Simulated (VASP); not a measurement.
# NiO2 (P-3m1) in VASP: a series of runs, part 2 of 2

VASP 6.6.1. Earlier steps stand in the parts before.

**4. Single point, PBEsol**

This run uses another cell than the first one, of the same volume but with other edges.

INCAR

```
SYSTEM = NiO2
ALGO = Normal
EDIFF = 1E-6
ENCUT = 700
GGA = PS
GGA_COMPAT = .FALSE.
ISIF = 2
ISMEAR = 0
LASPH = .TRUE.
LCHARG = .FALSE.
LREAL = .FALSE.
LWAVE = .FALSE.
NBANDS = 22
NELM = 120
PREC = Accurate
SIGMA = 0.05
```

KPOINTS

```
k-points
0
G
  12 12 6
  0 0 0
```

POSCAR

```
NiO2
1.0
    2.7656549825      0.0000000000      0.0000000000
   -1.3828274913      2.3951274729      0.0000000000
    0.0000000000      0.0000000000      5.0387468126
Ni O
1 2
Direct
    0.0000000000      0.0000000000      0.5000000000
    0.6666666667      0.3333333333      0.6499533987
    0.3333333333      0.6666666667      0.3500466013
```

Potentials or basis: VASP PAW PBE potentials, release 64 (Ni_sv_GW, O).

Started as:

```console
$ cat potpaw_PBE.64/Ni_sv_GW/POTCAR potpaw_PBE.64/O/POTCAR > POTCAR
$ mpirun -np 1 vasp_std > vasp.out
```

OUTCAR:

```text
SYSTEM = NiO2
   EDIFF = 1E-6
   ENCUT = 700
   GGA = PS
   ISIF = 2
   ISMEAR = 0
   LASPH = .TRUE.
   LREAL = .FALSE.
   NELM = 120
   PREC = Accurate

 ion  position               nearest neighbor table
   1  0.000  0.000  0.500-   2 1.77   3 1.77   3 1.77   2 1.77   2 1.77   3 1.77
   2  0.667  0.333  0.650-   1 1.77   1 1.77   1 1.77
   3  0.333  0.667  0.350-   1 1.77   1 1.77   1 1.77

  LATTYP: Found a hexagonal cell.
 ALAT       =     2.7656549825
 C/A-ratio  =     1.8219000000

  Lattice vectors:

 A1 = (   2.7656549825,   0.0000000000,   0.0000000000)
 A2 = (  -1.3828274913,   2.3951274729,   0.0000000000)
 A3 = (   0.0000000000,   0.0000000000,   5.0387468126)

Analysis of symmetry for initial positions (statically):
=====================================================================
 Subroutine PRICEL returns:
 Original cell was already a primitive cell.

 Routine SETGRP: Setting up the symmetry group for a
 hexagonal supercell.

 Subroutine GETGRP returns: Found 12 space group operations
 (whereof 12 operations were pure point group operations)
 out of a pool of 24 trial point group operations.

The static configuration has the point symmetry D_3d.

Analysis of symmetry for dynamics (positions and initial velocities):
=====================================================================
 Subroutine PRICEL returns:
 Original cell was already a primitive cell.

 Routine SETGRP: Setting up the symmetry group for a
 hexagonal supercell.

 Subroutine GETGRP returns: Found 12 space group operations
 (whereof 12 operations were pure point group operations)
 out of a pool of 24 trial point group operations.

The dynamic configuration has the point symmetry D_3d.

 Subroutine INISYM returns: Found 12 space group operations
 (whereof 12 operations are pure point group operations),
 and found     1 'primitive' translations

----------------------------------------------------------------------------------------

                                     Primitive cell

  volume of cell :      33.3771

  direct lattice vectors                    reciprocal lattice vectors
     2.765654983  0.000000000  0.000000000     0.361578001  0.208757156  0.000000000
    -1.382827491  2.395127473  0.000000000     0.000000000  0.417514312  0.000000000
     0.000000000  0.000000000  5.038746813     0.000000000  0.000000000  0.198462046

  length of vectors
     2.765654983  2.765654982  5.038746813     0.417514312  0.417514312  0.198462046

  position of ions in fractional coordinates (direct lattice)
     0.000000000  0.000000000  0.500000000
     0.666666667  0.333333333  0.649953399
     0.333333333  0.666666667  0.350046601

  ion indices of the primitive-cell ions
   primitive index   ion index
                 1           1
                 2           2
                 3           3

----------------------------------------------------------------------------------------

 KPOINTS: k-points

Automatic generation of k-mesh.
 Grid dimensions read from file:
 generate k-points for:   12   12    6

 Generating k-lattice:

  Cartesian coordinates                     Fractional coordinates (reciprocal lattice)
     0.030131500  0.017396430  0.000000000     0.083333333  0.000000000  0.000000000
     0.000000000  0.034792859  0.000000000     0.000000000  0.083333333  0.000000000
     0.000000000  0.000000000  0.033077008     0.000000000  0.000000000  0.166666667

  Length of vectors
     0.034792859  0.034792859  0.033077008

  Shift w.r.t. Gamma in fractional coordinates (k-lattice)
     0.000000000  0.000000000  0.000000000

 Subroutine IBZKPT returns following result:
 ===========================================

 Found    100 irreducible k-points:

 Following reciprocal coordinates:
            Coordinates               Weight
  0.000000  0.000000  0.000000      1.000000
  0.083333 -0.000000  0.000000      6.000000
  0.166667 -0.000000  0.000000      6.000000
  0.250000 -0.000000  0.000000      6.000000
  0.333333 -0.000000  0.000000      6.000000
  0.416667 -0.000000  0.000000      6.000000
[... 16 lines left out ...]
  0.166667 -0.000000  0.166667      6.000000
  0.000000  0.166667  0.166667      6.000000
 [... further k-points ...]
   k-points           NKPTS =    100   k-points in BZ     NKDIM =    100   number of bands    NBANDS=     22
   number of dos      NEDOS =    301   number of ions     NIONS =      3
   total plane-waves  NPLWV =  27648
   dimension x,y,z NGX =    24 NGY =   24 NGZ =   48
   dimension x,y,z NGXF=    48 NGYF=   48 NGZF=   96
   ions per type =               1   2
   NGX,Y,Z   is equivalent  to a cutoff of  14.43, 14.43, 15.84 a.u.
   NGXF,Y,Z  is equivalent  to a cutoff of  28.85, 28.85, 31.67 a.u.
 SYSTEM =  NiO2
   PREC   = accura    normal or accurate (medium, high low for compatibility)
   ISTART =      0    job   : 0-new  1-cont  2-samecut
   ICHARG =      2    charge: 1-file 2-atom 10-const
   ISPIN  =      1    spin polarized calculation?
   LNONCOLLINEAR =      F non collinear calculations
   LSORBIT =      F    spin-orbit coupling
   LASPH  =      T    aspherical Exc in radial PAW
   ENCUT  =  700.0 eV  51.45 Ry    7.17 a.u.   5.97  5.97 10.87*2*pi/ulx,y,z
   NELM   =    120;   NELMIN=  2; NELMDL= -5     # of ELM steps
   EDIFF  = 0.1E-05   stopping-criterion for ELM
   LREAL  =      F    real-space projection
   EDIFFG = 0.1E-04   stopping-criterion for IOM
   NSW    =      0    number of steps for IOM
   IBRION =     -1    ionic relax: 0-MD 1-quasi-New 2-CG
   NFREE  =      0    steps in history (QN), initial steepest desc. (CG)
   ISIF   =      2    stress and relaxation
   ISYM   =      2    0-nonsym 1-usesym 2-fastsym
   POTIM  = 0.5000    time-step for ionic-motion
   TEBEG  =    0.0;   TEEND  =   0.0 temperature during run
   PSTRESS=    0.0 pullay stress
   NELECT =      30.0000    total number of electrons
   NUPDOWN=      -1.0000    fix difference up-down
   EMIN   =  10.00;   EMAX   =-10.00  energy-range for DOS
   EFERMI =   0.00;   METHOD = LEGACY
   ISMEAR =     0;   SIGMA  =   0.05  broadening in eV -4-tet -1-fermi 0-gaus
   EFERMI_NEDOS =   21; number of points for ismear=-14 and -15
   IALGO  =     38    algorithm
   IMIX   =      4    mixing-type and parameters
     AMIX     =   0.40;   BMIX     =  1.00
     AMIX_MAG =   1.60;   BMIX_MAG =  1.00
  volume/ion in A,a.u.               =      11.13        75.08
  Fermi-wavevector in a.u.,A,eV,Ry     =   1.579909  2.985596 33.961690  2.496114
  Thomas-Fermi vector in A             =   2.680217
   LORBIT       =      0    0 simple, 1 ext, 2 COOP (PROOUT), +10 PAW based schemes
   GGA     = PS    functional components
   LHFCALC =     F    Hartree Fock is set to
   AEXX    =    0.0000 exact exchange contribution
   IVDW    =     0    specifies the selected vdW correction
   LEPSILON=     F    determine dielectric tensor
   LRPA    =     F    only Hartree local field effects (RPA)
 non-spin polarized calculation
 Gauss-broadening in eV      SIGMA  =   0.05
  energy-cutoff  :      700.00
  volume of cell :       33.38
 maximum number of plane-waves:      1428
   NGX = 11   NGY = 11   NGZ = 21

 number of electron      30.0000018 magnetization

 Free energy of the ion-electron system (eV)
  ---------------------------------------------------
  ext. energy  EPLUGINS =         0.00000000
  ---------------------------------------------------
  free energy    TOTEN  =       -19.00745295 eV

  energy without entropy =      -19.00745295  energy(sigma->0) =      -19.00745295

 E-fermi :   2.6353     XC(G=0): -10.2953

 val. band max:        2.0491282014   @ k =   0.0000   0.0000   0.5000
 cond. band min:       3.0569988882   @ k =   0.3333  -0.0000   0.3333
 fundamental gap:      1.0078706868
 Fermi energy:         2.6352908798

 k-point     1 :       0.0000    0.0000    0.0000
  band No.  band energies     occupation
      1    -102.5211      2.00000
      2     -63.2411      2.00000
      3     -63.2411      2.00000
      4     -62.5934      2.00000
      5     -19.5499      2.00000
      6     -15.3708      2.00000
[... 14 lines left out ...]
     21      20.9888      0.00000
     22      21.4863      0.00000
[... 552 lines left out ...]
  band No.  band energies     occupation
      1    -102.5196      2.00000
      2     -63.2590      2.00000
      3     -63.2454      2.00000
      4     -62.5910      2.00000
      5     -19.1073      2.00000
      6     -15.5852      2.00000
[... 14 lines left out ...]
     21      19.5172      0.00000
     22      21.3171      0.00000

 [... further k-points ...]

------------------------ aborting loop because EDIFF is reached ----------------------------------------

  FORCE on cell =-STRESS in cart. coord.  units (eV):
  Direction    XX          YY          ZZ          XY          YZ          ZX
  --------------------------------------------------------------------------------------
  -------------------------------------------------------------------------------------
  Total        7.3723357      7.3723357      6.2452260     -0.0000000      0.0000000     -0.0000000
  in kB      353.8885535    353.8885535    299.7847747     -0.0000000      0.0000000     -0.0000000
  external PRESSURE =     335.8539606 kB  Pullay stress =       0.0000000 kB

 VOLUME and BASIS-vectors are now :
 -----------------------------------------------------------------------------
  energy-cutoff  :      700.00
  volume of cell :       33.38
      direct lattice vectors                 reciprocal lattice vectors
     2.765654983  0.000000000  0.000000000     0.361578001  0.208757156  0.000000000
    -1.382827491  2.395127473  0.000000000     0.000000000  0.417514312  0.000000000
     0.000000000  0.000000000  5.038746813     0.000000000  0.000000000  0.198462046

 POSITION                                       TOTAL-FORCE (eV/Angst)
 -----------------------------------------------------------------------------------
      0.00000      0.00000      2.51937        -0.000000      0.000000      0.000000
      1.38283      0.79838      3.27495         0.000000      0.000000      4.283689
     -0.00000      1.59675      1.76380        -0.000000     -0.000000     -4.283689
 -----------------------------------------------------------------------------------
    total drift:                               -0.000000     -0.000000      0.000000

  FREE ENERGIE OF THE ION-ELECTRON SYSTEM (eV)
  ---------------------------------------------------
  free  energy   TOTEN  =       -19.0074529548 eV

  energy  without entropy=      -19.0074529548  energy(sigma->0) =      -19.00745295
```

OSZICAR:

```text
N       E                     dE             d eps       ncg     rms          rms(c)
DAV:   1     0.342899395347E+03    0.34290E+03   -0.22223E+04  7312   0.501E+03
DAV:   2    -0.969014636159E+01   -0.35259E+03   -0.33128E+03  7094   0.107E+03
DAV:   3    -0.319818546658E+02   -0.22292E+02   -0.22090E+02  7152   0.281E+02
DAV:   4    -0.325565840936E+02   -0.57473E+00   -0.57419E+00  6196   0.295E+01
DAV:   5    -0.325777296003E+02   -0.21146E-01   -0.21137E-01  5932   0.516E+00    0.293E+01
DAV:   6    -0.361488711867E+02   -0.35711E+01   -0.22404E+02  6466   0.770E+02    0.350E+01
DAV:   7    -0.191037636194E+02    0.17045E+02   -0.72432E+01  6764   0.673E+02    0.674E+00
DAV:   8    -0.190376787480E+02    0.66085E-01   -0.33107E+00  7458   0.483E+01    0.312E+00
DAV:   9    -0.190073822275E+02    0.30297E-01   -0.13662E-01  7714   0.197E+01    0.890E-01
DAV:  10    -0.190075837527E+02   -0.20153E-03   -0.15843E-02  6624   0.769E+00    0.180E-01
DAV:  11    -0.190077621740E+02   -0.17842E-03   -0.52043E-03  6690   0.575E+00    0.179E-01
DAV:  12    -0.190074981663E+02    0.26401E-03   -0.29756E-03  7004   0.398E+00    0.674E-02
DAV:  13    -0.190074540735E+02    0.44093E-04   -0.35257E-04  7260   0.128E+00    0.166E-02
DAV:  14    -0.190074523910E+02    0.16825E-05   -0.20148E-05  5612   0.245E-01    0.280E-03
DAV:  15    -0.190074529548E+02   -0.56380E-06   -0.28787E-06  4184   0.531E-02
   1 F= -.19007453E+02 E0= -.19007453E+02  d E =-.250985E-34
```

stdout:

```text
POSCAR found type information on POSCAR NiO
 POSCAR found :  2 types and       3 ions
 scaLAPACK will be used
 -----------------------------------------------------------------------------
|                                                                             |
|                                                                             |
|     You enforced a specific xc type in the INCAR file but a different       |
|     I HOPE YOU KNOW WHAT YOU ARE DOING!                                     |
|                                                                             |
 -----------------------------------------------------------------------------

 LDA part: xc-table for (Slater+PW92), standard interpolation
 POSCAR, INCAR and KPOINTS ok, starting setup
 FFT: planning ... GRIDC
 FFT: planning ... GRID_SOFT
 FFT: planning ... GRID
 WAVECAR not read
 entering main loop
```

It took 43 s on 1 thread of Intel Xeon 6975P-C (Granite Rapids), shared host; peak memory 0.27 GiB.

Results:

- Free energy: -19.0075 eV
- Pressure: 33.6 GPa
- Largest force: 4.284 eV/Å
- Band gap on the k mesh: 1.01 eV (least direct gap 1.58 eV)

Forces in eV/Å, atoms in the order of the input:
```
Ni   0.000  0.000  0.000
O    0.000  0.000  4.284
O    0.000  0.000 -4.284
```

Stress tensor (GPa, compression positive):
```
35.39  0.00  0.00
 0.00 35.39  0.00
 0.00  0.00 29.98
```

Levels at points of the mesh, in eV from the valence-band top:
| k point | band 12 | band 13 | band 14 | band 15 | band 16 | band 17 | band 18 | band 19 |
| --- | --- | --- | --- | --- | --- | --- | --- | --- |
| (0.00, 0.00, 0.00) | -1.95 | -1.84 | -1.84 | -0.13 | 2.62 | 2.62 | 6.96 | 11.19 |
| (0.50, 0.00, 0.00) | -2.57 | -2.37 | -2.05 | -1.20 | 1.45 | 2.59 | 12.19 | 12.30 |
| (0.00, 0.00, 0.50) | -2.43 | -1.84 | -1.84 | 0.00 | 2.63 | 2.63 | 8.15 | 10.36 |
| (0.50, 0.00, 0.50) | -2.57 | -2.37 | -1.88 | -1.23 | 1.44 | 2.57 | 11.23 | 12.54 |

Caveat: the stress differs along the axes, from 30 to 35 GPa; the PAW data sets were made with another functional, which shifts forces and pressure a little; the run has no spin polarisation, though such a crystal can be magnetic.

**5. Single point, PBEsol**

This run uses another cell than the first one, of the same volume but with other edges.

INCAR

```
SYSTEM = NiO2
  PREC = Accurate
  ENCUT = 700
  EDIFF = 1E-6
  ISMEAR = 0
  SIGMA = 0.05
  LREAL = .FALSE.
  LASPH = .TRUE.
  NELM = 120
  ALGO = Normal
  ISIF = 2
  LWAVE = .FALSE.
  LCHARG = .FALSE.
  GGA = PS
  NBANDS = 22
  GGA_COMPAT = .FALSE.
```

KPOINTS

```
Automatic mesh
0
G
  12 12 6
  0 0 0
```

POSCAR

```
NiO2
1.0
    2.7656549825      0.0000000000      0.0000000000
   -1.3828274913      2.3951274729      0.0000000000
    0.0000000000      0.0000000000      5.0387468126
Ni O
1 2
Direct
    0.0000000000      0.0000000000      0.5000000000
    0.6666666667      0.3333333333      0.6625222406
    0.3333333333      0.6666666667      0.3374777594
```

Started as:

```console
$ cat potpaw_PBE.64/Ni_sv_GW/POTCAR potpaw_PBE.64/O/POTCAR > POTCAR
$ mpirun -np 1 vasp_std > vasp.out
```

Wall time 58 s (1 thread of AMD EPYC 9R45 (Zen 5), shared host); peak memory 0.24 GiB.

It converged, with:

```
Free energy            : -19.4506 eV
Pressure               : 21.2 GPa
Largest force          : 2.727 eV/Å
Band gap on the k mesh : 1.11 eV (least direct gap 1.60 eV)
```

Forces on the atoms (eV/Å):
```
Ni   0.000  0.000  0.000
O    0.000  0.000  2.727
O    0.000  0.000 -2.727
```

Stress tensor (GPa, compression positive):
```
21.66  0.00  0.00
 0.00 21.66  0.00
 0.00  0.00 20.19
```

Levels at points of the mesh, in eV from the valence-band top:
```
           k point  band 11  band 12  band 13  band 14  band 15  band 16  band 17  band 18  band 19  band 20
(0.00, 0.00, 0.00)    -2.58    -1.59    -1.59    -1.59    -0.16     2.56     2.56     7.28    11.13    13.73
(0.50, 0.00, 0.00)    -3.86    -2.27    -2.07    -2.07    -1.17     1.58     2.48    12.51    12.66    13.98
(0.00, 0.00, 0.50)    -2.58    -2.15    -1.59    -1.59    -0.01     2.57     2.57     8.67    10.25    12.39
(0.50, 0.00, 0.50)    -3.85    -2.27    -2.07    -1.87    -1.21     1.57     2.46    11.58    12.78    14.56
```

Caveat: the cell stands under pressure; the PAW data sets were made with another functional, which shifts forces and pressure a little; the run has no spin polarisation, though such a crystal can be magnetic. A k mesh can miss the band edges.

**6. Single point, PBEsol**

INCAR

```
PREC     = Accurate       # precision mode
ENCUT    = 700            # plane-wave cutoff, eV
EDIFF    = 1E-6           # SCF threshold, eV
ISMEAR   = 0              # smearing method
SIGMA    = 0.05           # smearing width, eV
LREAL    = False          # projectors in reciprocal space
LASPH    = True           # aspherical terms in the spheres
NELM     = 120            # most SCF steps
ALGO     = Normal         # electronic algorithm
ISIF     = 2              # what is computed and relaxed
LWAVE    = False          # write WAVECAR
LCHARG   = False          # write CHGCAR
GGA      = PS             # functional
NBANDS   = 22             # bands
GGA_COMPAT= False
```

KPOINTS

```
regular mesh
0
Gamma
  12 12 6
```

POSCAR

```
NiO2
1.0
    2.8624235356      0.0000000000      0.0000000000
   -1.4312117678      2.4789314982      0.0000000000
    0.0000000000      0.0000000000      4.7038205961
Ni O
1 2
Direct
    0.0000000000      0.0000000000      0.5000000000
    0.6666666667      0.3333333333      0.7002287663
    0.3333333333      0.6666666667      0.2997712337
```

Potentials or basis: VASP PAW PBE potentials, release 64 (Ni_sv_GW, O).

Started as:

```console
$ cat potpaw_PBE.64/Ni_sv_GW/POTCAR potpaw_PBE.64/O/POTCAR > POTCAR
$ mpirun -np 1 vasp_std > vasp.out
```

Wall time 73 s (1 thread of Intel Xeon 6975P-C (Granite Rapids), shared host); peak memory 0.27 GiB.

The run converged. Its results:

```yaml
Free_energy: -19.7041 eV
Pressure: -11.5 GPa
Largest_force: 0.727 eV/Å
Band_gap_on_the_k_mesh: 0.86 eV (least direct gap 1.08 eV)
```

Forces in eV/Å, atoms in the order of the input:
```
Ni   0.000  0.000  0.000
O    0.000  0.000 -0.727
O    0.000  0.000  0.727
```

Stress tensor (GPa, compression positive):
```
-13.90   0.00   0.00
  0.00 -13.90   0.00
  0.00   0.00  -6.79
```

Levels at points of the mesh, in eV from the valence-band top:
```csv
k point,band 13,band 14,band 15,band 16,band 17,band 18
"(0.00, 0.00, 0.00)",-1.10,-0.73,-0.32,2.07,2.07,7.14
"(0.50, 0.00, 0.00)",-1.65,-1.55,-0.99,1.41,2.02,12.05
"(0.00, 0.00, 0.50)",-1.13,-1.13,-0.09,2.10,2.10,9.14
"(0.50, 0.00, 0.50)",-1.57,-1.47,-1.05,1.41,1.95,11.40
```

Caveat: the stress differs along the axes, from -14 to -7 GPa; the PAW data sets were made with another functional, which shifts forces and pressure a little; the run has no spin polarisation, though such a crystal can be magnetic. Spin polarisation is off, so any magnetic state and its effect on volume and gap are missing.

**7. The runs side by side**

```csv
cell,gap on the mesh (eV),pressure (GPa),largest force (eV/Å)
"a = 2.842, b = 2.842, c = 4.772 Å, angles 90.0, 90.0, 120.0°, 3 atoms, atomic positions A",0.90,4.8,1.40
"a = 2.822, b = 2.822, c = 4.839 Å, angles 90.0, 90.0, 120.0°, 3 atoms, atomic positions B",0.93,-9.5,0.90
"a = 2.766, b = 2.766, c = 5.039 Å, angles 90.0, 90.0, 120.0°, 3 atoms, atomic positions C",1.01,33.6,4.28
"a = 2.766, b = 2.766, c = 5.039 Å, angles 90.0, 90.0, 120.0°, 3 atoms, atomic positions D",1.11,21.2,2.73
"a = 2.862, b = 2.862, c = 4.704 Å, angles 90.0, 90.0, 120.0°, 3 atoms, atomic positions B",0.86,-11.5,0.73
```

Alike in all rows: task single point; level PBEsol; potentials or basis VASP PAW PBE potentials, release 64 (Ni_sv_GW, O); no spin polarisation; k mesh 12 × 12 × 6; cutoff (eV) 700; smearing gaussian 0.05 eV.

Caveats: the PAW data sets were made with another functional, which shifts forces and pressure a little; the run has no spin polarisation, though such a crystal can be magnetic; the stress differs along the axes, from 2 to 10 GPa (at least some runs); the cell stands under tension (at least some runs); the stress differs along the axes, from 30 to 35 GPa (at least some runs); the cell stands under pressure (at least some runs); the stress differs along the axes, from -14 to -7 GPa (at least some runs).

Total energies depend on the potentials used, so only differences within one code and one set of settings carry meaning.
